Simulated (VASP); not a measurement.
## WAu: relaxation of cell and atoms with RPBE+D4

WAu:

```
W Au
1.0
     0.00000    2.74798    2.74798
     2.74798    0.00000    2.74798
     2.74798    2.74798    0.00000
W Au
1 1
Cartesian
  0.0000 0.0000 0.0000
  4.1220 4.1220 4.1220
```

```
Program                : VASP 6.6.1
Task                   : relaxation of cell and atoms
Functional             : RPBE
Dispersion             : D4
Potentials or basis    : VASP PAW PBE potentials, release 64 (W_sv, Au)
Cutoff                 : 600 eV
k mesh                 : 8 × 8 × 8
Occupations            : fermi-dirac, width 0.05 eV
Spin                   : no spin polarisation
Dipole correction      : no
Further INCAR settings : ALGO = Fast; EDIFF = 1e-06; IBRION = 2; EDIFFG = -0.01; NSW = 60; ISIF = 3
```

| Property | Result |
| --- | --- |
| Relaxed volume | 23.77 Å³/atom |
| Relaxed cell | a = 4.066 Å, b = 4.066 Å, c = 4.066 Å, α = 60.00°, β = 60.00°, γ = 60.00° |
| Space group after relaxing (to 0.05 Å) | F-43m (No. 216) |
| Energy gained by relaxing | 220.0 meV/atom |
| Ionic steps | 5 |
| Pressure after relaxing | 0.0 GPa |
| Dispersion energy per atom | -1.008 eV |

Step by step:
```csv
step,energy change (eV),largest force (eV/Å),pressure (GPa),volume (Å³)
1,0.0000,0.0000,26.69,41.50
2,1.1511,0.0000,-19.57,65.92
3,-0.4343,0.0000,-2.25,48.34
4,-0.4397,0.0000,-0.46,47.70
5,-0.4400,0.0000,-0.02,47.54
```

Final structure:
```
W Au
1.0
     0.00000    2.87528    2.87528
     2.87528    0.00000    2.87528
     2.87528    2.87528    0.00000
W Au
1 1
Cartesian
  0.0000 0.0000 0.0000
  4.3129 4.3129 4.3129
```

Levels at points of the mesh, in eV from the Fermi level:
| k point | band 11 | band 12 | band 13 | band 14 | band 15 | band 16 |
| --- | --- | --- | --- | --- | --- | --- |
| (0.00, 0.00, 0.00) | -0.76 | -0.76 | -0.76 | 1.63 | 1.63 | 8.55 |
| (0.50, 0.00, 0.00) | -1.90 | -0.25 | -0.25 | 1.44 | 1.44 | 2.11 |
| (0.50, 0.50, 0.00) | -2.83 | 0.38 | 1.29 | 1.55 | 1.55 | 2.89 |

Wall time 67 s on 1 thread of AMD EPYC 9R45 96-Core Processor (Zen 5), with other jobs on the host, peak memory 0.17 GiB.

Caveat: the PAW data sets were made with another functional, which shifts forces and pressure a little; spin-orbit coupling is left out, which moves the levels of the heavy elements; pairwise dispersion overbinds metals, which lowers pressure and volume.
